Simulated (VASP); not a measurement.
A run of VASP 6.6.1 is set up as follows.

The input INCAR:

```
SYSTEM = KTaO3
  ALGO = Normal
  EDIFF = 1E-8
  ENCUT = 520
  GGA = PE
  IBRION = 8
  ISIF = 2
  ISMEAR = 0
  LASPH = .TRUE.
  LCHARG = .TRUE.
  LEPSILON = .TRUE.
  LREAL = .FALSE.
  LWAVE = .FALSE.
  NBANDS = 27
  NELM = 100
  NSW = 1
  PREC = Accurate
  SIGMA = 0.01
```

Contents of KPOINTS:

```
k-points
0
G
  8 8 8
  0 0 0
```

POSCAR

```
KTaO3
1.0
    4.0197969163      0.0000000000      0.0000000000
    0.0000000000      4.0197969163      0.0000000000
    0.0000000000      0.0000000000      4.0467111820
K Ta O
1 1 3
Direct
    0.5000000000      0.5000000000      0.4943460885
    0.0000000000      0.0000000000      0.9860501675
    0.5000000000      0.0000000000      0.0058894787
    0.0000000000      0.5000000000      0.0058894787
    0.0000000000      0.0000000000      0.5078247967
```

Potentials or basis: VASP PAW PBE potentials, release 64 (K_sv, Ta_pv, O).

The run is started by

```console
$ cat potpaw_PBE.64/K_sv/POTCAR potpaw_PBE.64/Ta_pv/POTCAR potpaw_PBE.64/O/POTCAR > POTCAR
$ mpirun -np 1 vasp_std > vasp.out
```

Task: What does it give for the electronic dielectric tensor (diagonal)?

Result: 5.40, 5.40, 5.13.

Task: Predict the Born charges (mean of the diagonal).

Result: K +1.15; Ta +8.48; O -3.26, -3.11 (each value once) e.

Task: Estimate the highest phonon frequency at Γ, LO-TO splitting left out.

Result: 535 cm⁻¹.

Electronic dielectric tensor:
```
5.40 0.00 0.00
0.00 5.40 0.00
0.00 0.00 5.13
```
